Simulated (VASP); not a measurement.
Write the native input for VASP 6.6.1 that does the following.

```
Task                   : single point
Functional             : PBE
Dispersion             : D3(BJ)
Potentials or basis    : VASP PAW PBE potentials, release 64 (Hg)
Cutoff                 : 520 eV
k mesh                 : 20 × 20 × 20
Occupations            : gaussian, width 0.15 eV
Spin                   : no spin polarisation
Dipole correction      : no
Further INCAR settings : ALGO = Fast; EDIFF = 1e-07; NBANDS = 12
```

The structure of Hg lies in POSCAR:

```
Hg
1.0
    0.0000000000      2.4246813615      2.3276941071
    2.4246813615      0.0000000000      2.3276941071
    2.4246813615      2.4246813615      0.0000000000
Hg
1
Direct
    0.0000000000      0.0000000000      0.0000000000
```

This cell differs from its parent crystal: ratio of the length along z to the lengths across it x 0.96, volume and fractional coordinates fixed.

One way to write it, as run:

INCAR

```
ALGO     = Fast           # electronic algorithm
EDIFF    = 1E-7           # SCF threshold, eV
ENCUT    = 520            # plane-wave cutoff, eV
GGA      = PE             # functional
ISIF     = 2              # what is computed and relaxed
ISMEAR   = 0              # smearing method
IVDW     = 12             # dispersion correction
LASPH    = T              # aspherical terms in the spheres
LCHARG   = T              # write CHGCAR
LELF     = T              # ELF
LREAL    = F              # projectors in reciprocal space
LVHAR    = T            
LWAVE    = F              # write WAVECAR
NBANDS   = 12             # bands
NELM     = 100            # most SCF steps
PREC     = Accurate       # precision mode
SIGMA    = 0.15           # smearing width, eV
```

KPOINTS

```
k-points
0
Gamma
  20 20 20
```

Potentials or basis: VASP PAW PBE potentials, release 64 (Hg).

The run is started by

```console
$ cat potpaw_PBE.64/Hg/POTCAR > POTCAR
$ mpirun -np 1 vasp_std > vasp.out
```

It gave:

| Item | Value |
| --- | --- |
| Pressure | -1.1 GPa |
| Band gap on the k mesh | zero (bands 6 and 7 overlap by 1.28 eV) |
| Dispersion energy per atom | -0.383 eV |

Caveat: spin-orbit coupling is left out, which moves the levels of the heavy elements.

It took 2.5 min on 1 thread of Intel Xeon 8259CL, with other jobs on the host, peak memory 0.3 GiB.
